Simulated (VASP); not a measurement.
Here is a VASP 6.6.1 calculation.

File INCAR:

```
PREC = Accurate
ENCUT = 520
EDIFF = 1E-6
ISMEAR = 0
SIGMA = 0.02
LREAL = F
LASPH = T
NELM = 100
ALGO = Normal
ISIF = 2
LWAVE = F
LCHARG = F
GGA = CA
NBANDS = 31
```

File KPOINTS:

```
regular mesh
0
Gamma
  12 12 4
```

POSCAR

```
MgCd2O3
1.0
    3.2385399515      0.0000000000      0.0000000000
   -1.6192699758      2.8046578692      0.0000000000
    0.0000000000      0.0000000000      8.0896072522
Mg Cd O
1 2 3
Direct
    0.0000000000      0.0000000000      0.5000000000
    0.6666666667      0.3333333333      0.8232435534
    0.3333333333      0.6666666667      0.1767564466
    0.3333333333      0.6666666667      0.6413403241
    0.6666666667      0.3333333333      0.3586596759
    0.0000000000      0.0000000000      0.0000000000
```

Potentials or basis: VASP PAW LDA potentials, release 64 (Mg, Cd, O).

Launch:

```console
$ cat potpaw_LDA.64/Mg/POTCAR potpaw_LDA.64/Cd/POTCAR potpaw_LDA.64/O/POTCAR > POTCAR
$ mpirun -np 1 vasp_std > vasp.out
```

Question: Estimate the pressure.

Answer: -10.3 GPa.

Question: Predict the band gap on the k mesh.

Answer: 0.51 eV.

Question: What does it give for the largest force?

Answer: 0.079 eV/Å.

Forces on the atoms (eV/Å):
```
Mg   0.000  0.000  0.000
Cd   0.000  0.000 -0.013
Cd   0.000  0.000  0.013
O    0.000  0.000  0.079
O    0.000  0.000 -0.079
O    0.000  0.000  0.000
```

Caveat: the cell stands under tension.
